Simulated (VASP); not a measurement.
Input of a VASP 6.6.1 run:

Contents of INCAR:

```
SYSTEM = WS2
PREC = Accurate ; ENCUT = 520
EDIFF = 1E-7 ; ISMEAR = 0
SIGMA = 0.05 ; LREAL = .False.
LASPH = .True. ; NELM = 80
ALGO = Normal ; ISIF = 2
LWAVE = .False. ; LCHARG = .True.
LDIPOL = .True. ; IDIPOL = 3
DIPOL = 0.5 0.5 0.390 ; GGA = PE
IVDW = 12 ; LELF = .True.
LVHAR = .True. ; LVACPOTAV = .True.
NBANDS = 35
```

Contents of KPOINTS:

```
Automatic mesh
0
Gamma
  9 9 1
  0 0 0
```

POSCAR

```
WS2
1.0
    3.1595456682      0.0000000000      0.0000000000
   -1.5797728341      2.7362468131      0.0000000000
    0.0000000000      0.0000000000     23.8042574330
S W
4 2
Direct
    0.3333333333      0.6666666667      0.1890418137
    0.3333333333      0.6666666667      0.3214605092
    0.5000000000      1.0000000000      0.4575706151
    0.5000000000      1.0000000000      0.5899893106
    0.6666666667      0.3333333333      0.2552511584
    0.8333333333      0.6666666667      0.5237799598
```

Potentials or basis: VASP PAW PBE potentials, release 64 (S, W_sv).

The run is started by

```console
$ cat potpaw_PBE.64/S/POTCAR potpaw_PBE.64/W_sv/POTCAR > POTCAR
$ mpirun -np 1 vasp_std > vasp.out
```

**Question.** What does it give for the band gap on the k mesh?

**Answer.** 1.62 eV, indirect (least direct gap 1.89 eV).

**Question.** Predict the largest force.

**Answer.** 0.093 eV/Å.

**Question.** Estimate the dispersion energy per atom.

**Answer.** -0.359 eV.

Forces in eV/Å, atoms in the order of the input:
```
S    0.000  0.002  0.004
S    0.000 -0.071 -0.061
S    0.000  0.069  0.063
S    0.000  0.001 -0.003
W    0.000 -0.014  0.035
W    0.000  0.013 -0.038
```

Caveat: spin-orbit coupling is left out, which moves the levels of the heavy elements.
